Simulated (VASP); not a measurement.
# MnS in VASP: a series of runs

MnS is run at these levels: PBE, PBEsol; tasks: single point.

Everything below comes from runs of VASP 6.6.1. Logs are shortened: lines on timing, memory, paths and dates and some standing lists are left out, and cuts for length are marked.

## Step 1: The cell of the first run

Symmetry: R-3m, No. 166, trigonal system. Conventional cell: a = 3.660 Å, b = 3.660 Å, c = 8.913 Å, α = 90.00°, β = 90.00°, γ = 120.00°. S (site symmetry -3m) has 6 Mn at 2.58 Å within 3.4 Å. Mn (site symmetry -3m) has 6 S at 2.58 Å within 3.4 Å.

## Step 2: Single point, PBE, collinear spin, ferromagnetic start

The input, INCAR:

```
SYSTEM = MnS
PREC = Accurate
ENCUT = 520
EDIFF = 1E-7
ISMEAR = 0
SIGMA = 0.1
LREAL = .False.
LASPH = .True.
NELM = 150
ALGO = Normal
ISIF = 2
LWAVE = .False.
LCHARG = .True.
ISPIN = 2
MAGMOM = 0 4
LORBIT = 11
LMAXMIX = 4
GGA = PE
LELF = .True.
LVHAR = .True.
NBANDS = 20
```

The input, KPOINTS:

```
Automatic mesh
0
Gamma
  9 9 9
  0 0 0
```

The input, POSCAR:

```
MnS
1.0
    1.8299960150      1.0565486919      2.9709202767
   -1.8299960150      1.0565486919      2.9709202767
    0.0000000000     -2.1130973838      2.9709202767
S Mn
1 1
Direct
    0.5000000000      0.5000000001      0.5000000000
    0.0000000000      0.0000000000      0.0000000000
```

Potentials or basis: VASP PAW PBE potentials, release 64 (S, Mn_pv).

Command:

```console
$ cat potpaw_PBE.64/S/POTCAR potpaw_PBE.64/Mn_pv/POTCAR > POTCAR
$ mpirun -np 1 vasp_std > vasp.out
```

OUTCAR:

```text
SYSTEM = MnS
   PREC = Accurate
   ENCUT = 520
   EDIFF = 1E-7
   ISMEAR = 0
   LREAL = .False.
   LASPH = .True.
   NELM = 150
   ISIF = 2
   ISPIN = 2
   LORBIT = 11
   GGA = PE

 ion  position               nearest neighbor table
   1  0.500  0.500  0.500-   2 2.58   2 2.58   2 2.58   2 2.58   2 2.58   2 2.58
   2  0.000  0.000  0.000-   1 2.58   1 2.58   1 2.58   1 2.58   1 2.58   1 2.58

  LATTYP: Found a trigonal (rhomboedric) cell.
 ALAT       =     3.6457575130
 COS(alpha) =     0.4960879720

  Lattice vectors:

 A1 = (   1.8299960150,   1.0565486919,   2.9709202767)
 A2 = (  -1.8299960150,   1.0565486919,   2.9709202767)
 A3 = (   0.0000000000,  -2.1130973838,   2.9709202767)

Analysis of symmetry for initial positions (statically):
=====================================================================
 Subroutine PRICEL returns:
 Original cell was already a primitive cell.

 Routine SETGRP: Setting up the symmetry group for a
 trigonal (rhombohedral) supercell.

 Subroutine GETGRP returns: Found 12 space group operations
 (whereof 12 operations were pure point group operations)
 out of a pool of 12 trial point group operations.

The static configuration has the point symmetry D_3d.

Analysis of symmetry for dynamics (positions and initial velocities):
=====================================================================
 Subroutine PRICEL returns:
 Original cell was already a primitive cell.

 Routine SETGRP: Setting up the symmetry group for a
 trigonal (rhombohedral) supercell.

 Subroutine GETGRP returns: Found 12 space group operations
 (whereof 12 operations were pure point group operations)
 out of a pool of 12 trial point group operations.

The dynamic configuration has the point symmetry D_3d.

Analysis of structural, dynamic, and magnetic symmetry:
=====================================================================
 Subroutine PRICEL returns:
 Original cell was already a primitive cell.

 Routine SETGRP: Setting up the symmetry group for a
 trigonal (rhombohedral) supercell.

 Subroutine GETGRP returns: Found 12 space group operations
 (whereof 12 operations were pure point group operations)
 out of a pool of 12 trial point group operations.

The overall configuration has the point symmetry D_3d.

 Subroutine INISYM returns: Found 12 space group operations
 (whereof 12 operations are pure point group operations),
 and found     1 'primitive' translations

----------------------------------------------------------------------------------------

                                     Primitive cell

  volume of cell :      34.4653

[... 107 lines left out ...]
     AMIX     =   0.40;   BMIX     =  1.00
     AMIX_MAG =   1.60;   BMIX_MAG =  1.00
  volume/ion in A,a.u.               =      17.23       116.29
  Fermi-wavevector in a.u.,A,eV,Ry     =   1.342349  2.536672 24.516344  1.801900
  Thomas-Fermi vector in A             =   2.470510
   LORBIT       =     11    0 simple, 1 ext, 2 COOP (PROOUT), +10 PAW based schemes
   GGA     = PE    functional components
   LHFCALC =     F    Hartree Fock is set to
   AEXX    =    0.0000 exact exchange contribution
   IVDW    =     0    specifies the selected vdW correction
   LEPSILON=     F    determine dielectric tensor
   LRPA    =     F    only Hartree local field effects (RPA)
 spin polarized calculation
 Gauss-broadening in eV      SIGMA  =   0.10
  energy-cutoff  :      520.00
  volume of cell :       34.47
 maximum number of plane-waves:       944
   NGX = 13   NGY = 13   NGZ = 13

 number of electron      18.9999995 magnetization       4.6611824

 Free energy of the ion-electron system (eV)
  ---------------------------------------------------
  ext. energy  EPLUGINS =         0.00000000
  ---------------------------------------------------
  free energy    TOTEN  =       -14.08007434 eV

  energy without entropy =      -14.07564859  energy(sigma->0) =      -14.07786146

 E-fermi :   6.9265     XC(G=0): -10.7670

 val. band max:        6.8977894741   @ k =   0.3333  -0.0000  -0.0000
 cond. band min:       6.9609234324   @ k =   0.3333   0.2222   0.2222
 fundamental gap:      0.0631339584
 Fermi energy:         6.9265482790

 spin component 1

 k-point     1 :       0.0000    0.0000    0.0000
  band No.  band energies     occupation
      1     -43.7482      1.00000
      2     -43.7480      1.00000
      3     -43.7480      1.00000
      4      -7.8336      1.00000
      5       3.5243      1.00000
      6       3.5243      1.00000
[... 541 lines left out ...]
     19      21.7276      0.00000
     20      21.7346      0.00000

 [... further k-points ...]

 spin component 2

 k-point     1 :       0.0000    0.0000    0.0000
  band No.  band energies     occupation
      1     -39.2626      1.00000
      2     -39.2621      1.00000
      3     -39.2621      1.00000
      4      -7.5382      1.00000
      5       5.2127      1.00000
      6       5.2127      1.00000
[... 541 lines left out ...]
     19      22.1482      0.00000
     20      22.1620      0.00000

 [... further k-points ...]
[... 5 lines left out ...]
  --------------------------------------------------------------------------------------
  -------------------------------------------------------------------------------------
  Total       -0.3613956     -0.3613956     -0.2631982      0.0000000     -0.0000000     -0.0000000
  in kB      -16.8000880    -16.8000880    -12.2352167      0.0000000     -0.0000000     -0.0000000
  external PRESSURE =     -15.2784642 kB  Pullay stress =       0.0000000 kB

 VOLUME and BASIS-vectors are now :
 -----------------------------------------------------------------------------
  energy-cutoff  :      520.00
  volume of cell :       34.47
      direct lattice vectors                 reciprocal lattice vectors
     1.829996015  1.056548692  2.970920277     0.273224639  0.157746319  0.112198680
    -1.829996015  1.056548692  2.970920277    -0.273224639  0.157746319  0.112198680
     0.000000000 -2.113097384  2.970920277     0.000000000 -0.315492637  0.112198680

 POSITION                                       TOTAL-FORCE (eV/Angst)
 -----------------------------------------------------------------------------------
     -0.00000      0.00000      4.45638         0.000000      0.000000      0.000000
      0.00000      0.00000      0.00000         0.000000     -0.000000     -0.000000
 -----------------------------------------------------------------------------------
    total drift:                                0.000000     -0.000000     -0.000000

  FREE ENERGIE OF THE ION-ELECTRON SYSTEM (eV)
  ---------------------------------------------------
  free  energy   TOTEN  =       -14.0800743378 eV

  energy  without entropy=      -14.0756485908  energy(sigma->0) =      -14.07786146

 total charge

# of ion       s       p       d       tot
------------------------------------------
    1        1.328   2.406   0.000   3.733
    2        0.219   6.170   4.939  11.328
--------------------------------------------------
tot          1.547   8.576   4.939  15.062

 magnetization (x)

# of ion       s       p       d       tot
------------------------------------------
    1        0.027   0.075   0.000   0.102
    2        0.052   0.040   4.127   4.219
--------------------------------------------------
tot          0.079   0.115   4.127   4.321
```

Run time: 52 s. Hardware: 1 thread of Intel Xeon 6975P-C (Granite Rapids), shared host; peak memory 0.23 GiB.

Results:

| Quantity | Value |
| --- | --- |
| Free energy | -14.0801 eV |
| Pressure | -1.5 GPa |
| Net moment | 4.66 μB per cell |
| Site moments | S +0.10; Mn +4.22 μB |
| Valence electrons inside the program's atomic spheres | S 3.73; Mn 11.33 |

Levels at points of the mesh, in eV from the Fermi level:
Spin up:
```
           k point  band 9  band 10  band 11  band 12  band 13  band 14  band 15  band 16
(0.00, 0.00, 0.00)   -3.30    -1.93    -1.93    -1.88     1.89     8.61     8.61     8.69
```
Spin down:
```
           k point  band 5  band 6  band 7  band 8  band 9  band 10
(0.00, 0.00, 0.00)   -1.71   -1.71   -1.66    0.23    0.23     0.26
```

Caveat: a cell with one magnetic atom can't hold antiferromagnetic order, which such compounds often take; semilocal functionals often make such compounds metallic where correlation or magnetic order opens a gap, which also shifts bond lengths. With open d or f shells a metallic result of PBE can be an artefact of self-interaction; +U or a hybrid may open a gap.

## Step 3: Single point, PBE, collinear spin, ferromagnetic start

The input, INCAR:

```
ALGO = Normal ; EDIFF = 1E-6
ENCUT = 500 ; GGA = PE
GGA_COMPAT = False ; ISIF = 2
ISMEAR = 0 ; ISPIN = 2
LASPH = True ; LCHARG = True
LELF = True ; LMAXMIX = 4
LORBIT = 11 ; LREAL = False
LVHAR = True ; LWAVE = False
MAGMOM = 4 0 ; NBANDS = 20
NELM = 200 ; PREC = Accurate
SIGMA = 0.05
```

The input, KPOINTS:

```
k-points
0
Gamma
  8 8 8
```

The input, POSCAR:

```
MnS
1.0
    1.8299960138      1.0565486912      2.9709202777
   -1.8299960138      1.0565486912      2.9709202777
    0.0000000000     -2.1130973823      2.9709202777
Mn S
1 1
Direct
    0.0000000000      0.0000000000      0.0000000000
    0.5000000000      0.5000000000      0.5000000000
```

Potentials or basis: VASP PAW PBE potentials, release 64 (Mn_pv, S).

Command:

```console
$ cat potpaw_PBE.64/Mn_pv/POTCAR potpaw_PBE.64/S/POTCAR > POTCAR
$ mpirun -np 1 vasp_std > vasp.out
```

OUTCAR:

```text
EDIFF = 1E-6
   ENCUT = 500
   GGA = PE
   ISIF = 2
   ISMEAR = 0
   ISPIN = 2
   LASPH = True
   LORBIT = 11
   LREAL = False
   NELM = 200
   PREC = Accurate

 ion  position               nearest neighbor table
   1  0.000  0.000  0.000-   2 2.58   2 2.58   2 2.58   2 2.58   2 2.58   2 2.58
   2  0.500  0.500  0.500-   1 2.58   1 2.58   1 2.58   1 2.58   1 2.58   1 2.58

  LATTYP: Found a trigonal (rhomboedric) cell.
 ALAT       =     3.6457575130
 COS(alpha) =     0.4960879726

  Lattice vectors:

 A1 = (   1.8299960138,   1.0565486912,   2.9709202777)
 A2 = (  -1.8299960138,   1.0565486912,   2.9709202777)
 A3 = (   0.0000000000,  -2.1130973823,   2.9709202777)

Analysis of symmetry for initial positions (statically):
=====================================================================
 Subroutine PRICEL returns:
 Original cell was already a primitive cell.

 Routine SETGRP: Setting up the symmetry group for a
 trigonal (rhombohedral) supercell.

 Subroutine GETGRP returns: Found 12 space group operations
 (whereof 12 operations were pure point group operations)
 out of a pool of 12 trial point group operations.

The static configuration has the point symmetry D_3d.

Analysis of symmetry for dynamics (positions and initial velocities):
=====================================================================
 Subroutine PRICEL returns:
 Original cell was already a primitive cell.

 Routine SETGRP: Setting up the symmetry group for a
 trigonal (rhombohedral) supercell.

 Subroutine GETGRP returns: Found 12 space group operations
 (whereof 12 operations were pure point group operations)
 out of a pool of 12 trial point group operations.

The dynamic configuration has the point symmetry D_3d.

Analysis of structural, dynamic, and magnetic symmetry:
=====================================================================
 Subroutine PRICEL returns:
 Original cell was already a primitive cell.

 Routine SETGRP: Setting up the symmetry group for a
[... 140 lines left out ...]
  volume of cell :       34.47
 maximum number of plane-waves:       893
   NGX = 13   NGY = 13   NGZ = 13

 number of electron      18.9999995 magnetization       4.6714906

 Free energy of the ion-electron system (eV)
  ---------------------------------------------------
  ext. energy  EPLUGINS =         0.00000000
  ---------------------------------------------------
  free energy    TOTEN  =       -14.08496821 eV

  energy without entropy =      -14.08427680  energy(sigma->0) =      -14.08462251

 E-fermi :   6.9232     XC(G=0): -10.7667

 val. band max:        6.8330286814   @ k =   0.5000   0.1250  -0.0000
 cond. band min:       6.9314608481   @ k =   0.5000   0.3750   0.1250
 fundamental gap:      0.0984321668
 Fermi energy:         6.9231869188

 spin component 1

 k-point     1 :       0.0000    0.0000    0.0000
  band No.  band energies     occupation
      1     -43.7516      1.00000
      2     -43.7514      1.00000
      3     -43.7514      1.00000
      4      -7.8334      1.00000
      5       3.5211      1.00000
      6       3.5211      1.00000
[... 541 lines left out ...]
     19      19.7658      0.00000
     20      23.5720      0.00000

 [... further k-points ...]

 spin component 2

 k-point     1 :       0.0000    0.0000    0.0000
  band No.  band energies     occupation
      1     -39.2577      1.00000
      2     -39.2573      1.00000
      3     -39.2573      1.00000
      4      -7.5370      1.00000
      5       5.2136      1.00000
      6       5.2136      1.00000
[... 541 lines left out ...]
     19      20.9480      0.00000
     20      24.4423      0.00000

 [... further k-points ...]
[... 5 lines left out ...]
  --------------------------------------------------------------------------------------
  -------------------------------------------------------------------------------------
  Total       -0.3568106     -0.3568106     -0.2580419     -0.0000000     -0.0000000     -0.0000000
  in kB      -16.5869447    -16.5869447    -11.9955135     -0.0000000     -0.0000000     -0.0000000
  external PRESSURE =     -15.0564676 kB  Pullay stress =       0.0000000 kB

 VOLUME and BASIS-vectors are now :
 -----------------------------------------------------------------------------
  energy-cutoff  :      500.00
  volume of cell :       34.47
      direct lattice vectors                 reciprocal lattice vectors
     1.829996014  1.056548691  2.970920278     0.273224639  0.157746319  0.112198680
    -1.829996014  1.056548691  2.970920278    -0.273224639  0.157746319  0.112198680
     0.000000000 -2.113097382  2.970920278     0.000000000 -0.315492638  0.112198680

 POSITION                                       TOTAL-FORCE (eV/Angst)
 -----------------------------------------------------------------------------------
      0.00000      0.00000      0.00000         0.000000      0.000000      0.000000
      0.00000      0.00000      4.45638        -0.000000     -0.000000     -0.000000
 -----------------------------------------------------------------------------------
    total drift:                                0.000000      0.000000      0.000000

  FREE ENERGIE OF THE ION-ELECTRON SYSTEM (eV)
  ---------------------------------------------------
  free  energy   TOTEN  =       -14.0849682112 eV

  energy  without entropy=      -14.0842767998  energy(sigma->0) =      -14.08462251

 total charge

# of ion       s       p       d       tot
------------------------------------------
    1        0.219   6.171   4.939  11.328
    2        1.328   2.406   0.000   3.734
--------------------------------------------------
tot          1.547   8.577   4.939  15.062

 magnetization (x)

# of ion       s       p       d       tot
------------------------------------------
    1        0.052   0.041   4.134   4.227
    2        0.027   0.075   0.000   0.102
--------------------------------------------------
tot          0.079   0.115   4.134   4.328
```

OSZICAR:

```text
N       E                     dE             d eps       ncg     rms          rms(c)
DAV:   1     0.151593323289E+03    0.15159E+03   -0.98304E+03  5208   0.955E+02
DAV:   2    -0.739019515192E+01   -0.15898E+03   -0.14957E+03  5420   0.281E+02
DAV:   3    -0.151135355548E+02   -0.77233E+01   -0.76306E+01  6084   0.672E+01
DAV:   4    -0.152054256832E+02   -0.91890E-01   -0.91830E-01  5788   0.750E+00
DAV:   5    -0.152067553269E+02   -0.13296E-02   -0.13296E-02  5920   0.948E-01    0.117E+01
DAV:   6    -0.141589337208E+02    0.10478E+01   -0.56004E+00  5812   0.277E+01    0.113E+01
DAV:   7    -0.140870554773E+02    0.71878E-01   -0.71639E-01  5704   0.110E+01    0.632E+00
DAV:   8    -0.140892566286E+02   -0.22012E-02   -0.35672E-02  5752   0.152E+00    0.332E+00
DAV:   9    -0.140842767844E+02    0.49798E-02   -0.12659E-02  5552   0.108E+00    0.309E-01
DAV:  10    -0.140848747122E+02   -0.59793E-03   -0.26462E-03  5584   0.363E-01    0.141E-01
DAV:  11    -0.140849276302E+02   -0.52918E-04   -0.25330E-04  5696   0.125E-01    0.105E-01
DAV:  12    -0.140849518715E+02   -0.24241E-04   -0.52778E-05  5740   0.599E-02    0.750E-02
DAV:  13    -0.140849638821E+02   -0.12011E-04   -0.85172E-06  5520   0.256E-02    0.359E-02
DAV:  14    -0.140849679226E+02   -0.40404E-05   -0.48887E-06  5588   0.170E-02    0.637E-03
DAV:  15    -0.140849682112E+02   -0.28861E-06   -0.52073E-07  4116   0.494E-03
   1 F= -.14084968E+02 E0= -.14084623E+02  d E =-.691411E-03  mag=     4.6714
```

Run time: 37 s. Hardware: 1 thread of Intel Xeon 6975P-C (Granite Rapids), shared host; peak memory 0.21 GiB.

What came out:

```yaml
Free_energy: -14.0850 eV
Pressure: -1.5 GPa
Net_moment: 4.67 μB per cell
Site_moments: Mn +4.23; S +0.10 μB
Valence_electrons_inside_the_program's_atomic_spheres: Mn 11.33; S 3.73
```

Levels at points of the mesh, in eV from the Fermi level:
Spin up:
```tsv
k point	band 9	band 10	band 11	band 12	band 13	band 14	band 15	band 16
(0.00, 0.00, 0.00)	-3.30	-1.92	-1.92	-1.88	1.89	8.61	8.61	8.69
(0.50, 0.00, 0.00)	-2.85	-2.46	0.47	0.48	2.85	5.39	5.44	8.78
(0.50, 0.50, 0.00)	-3.03	-2.71	-2.71	-2.20	0.90	5.49	10.35	12.17
(0.50, 0.50, 0.50)	-2.84	-2.45	0.47	0.47	2.79	5.35	5.35	8.79
```
Spin down:
```tsv
k point	band 5	band 6	band 7	band 8	band 9	band 10
(0.00, 0.00, 0.00)	-1.71	-1.71	-1.66	0.24	0.24	0.27
(0.50, 0.00, 0.00)	-6.54	-3.47	-3.43	1.25	1.26	1.45
(0.50, 0.50, 0.00)	-5.70	-3.28	-3.23	-0.91	0.75	1.51
(0.50, 0.50, 0.50)	-6.52	-3.48	-3.48	1.26	1.26	1.46
```

Caveat: a cell with one magnetic atom can't hold antiferromagnetic order, which such compounds often take; semilocal functionals often make such compounds metallic where correlation or magnetic order opens a gap, which also shifts bond lengths. With open d or f shells a metallic result of PBE can be an artefact of self-interaction; +U or a hybrid may open a gap.

## Step 4: Single point, PBE, collinear spin, ferromagnetic start

The input, INCAR:

```
PREC = Accurate
ENCUT = 500
EDIFF = 1E-6
ISMEAR = 0
SIGMA = 0.05
LREAL = F
LASPH = T
NELM = 200
ALGO = Normal
ISIF = 2
LWAVE = F
LCHARG = F
ISPIN = 2
MAGMOM = 4 0
LORBIT = 11
LMAXMIX = 4
GGA = PE
NBANDS = 20
GGA_COMPAT = F
```

The input, KPOINTS:

```
regular mesh
0
Gamma
  10 10 10
```

POSCAR is that of step 3.

Command:

```console
$ cat potpaw_PBE.64/Mn_pv/POTCAR potpaw_PBE.64/S/POTCAR > POTCAR
$ mpirun -np 1 vasp_std > vasp.out
```

It took 60 s on 1 thread of Intel Xeon 6975P-C (Granite Rapids), shared host; peak memory 0.25 GiB.

It converged, with:

```
Free energy                                           : -14.0759 eV
Pressure                                              : -1.3 GPa
Net moment                                            : 4.68 μB per cell
Site moments                                          : Mn +4.23; S +0.11 μB
Valence electrons inside the program's atomic spheres : Mn 11.33; S 3.73
```

Stress tensor (GPa, compression positive):
```
-1.50  0.00  0.00
 0.00 -1.50  0.00
 0.00  0.00 -1.05
```

Levels at points of the mesh, in eV from the Fermi level:
Spin up:
| k point | band 9 | band 10 | band 11 | band 12 | band 13 | band 14 | band 15 | band 16 |
| --- | --- | --- | --- | --- | --- | --- | --- | --- |
| (0.00, 0.00, 0.00) | -3.27 | -1.89 | -1.89 | -1.84 | 1.93 | 8.64 | 8.64 | 8.73 |
| (0.50, 0.00, 0.00) | -2.82 | -2.44 | 0.50 | 0.51 | 2.88 | 5.42 | 5.47 | 8.81 |
| (0.50, 0.50, 0.00) | -3.01 | -2.68 | -2.68 | -2.17 | 0.93 | 5.52 | 10.38 | 12.20 |
| (0.50, 0.50, 0.50) | -2.82 | -2.42 | 0.50 | 0.50 | 2.82 | 5.38 | 5.38 | 8.82 |
Spin down:
| k point | band 5 | band 6 | band 7 | band 8 | band 9 | band 10 |
| --- | --- | --- | --- | --- | --- | --- |
| (0.00, 0.00, 0.00) | -1.67 | -1.67 | -1.62 | 0.27 | 0.27 | 0.30 |
| (0.50, 0.00, 0.00) | -6.50 | -3.43 | -3.40 | 1.28 | 1.29 | 1.49 |
| (0.50, 0.50, 0.00) | -5.67 | -3.24 | -3.19 | -0.88 | 0.78 | 1.54 |
| (0.50, 0.50, 0.50) | -6.48 | -3.45 | -3.45 | 1.29 | 1.29 | 1.50 |

Caveat: a cell with one magnetic atom can't hold antiferromagnetic order, which such compounds often take; semilocal functionals often make such compounds metallic where correlation or magnetic order opens a gap, which also shifts bond lengths.

(Continued in part 2 of 2.)
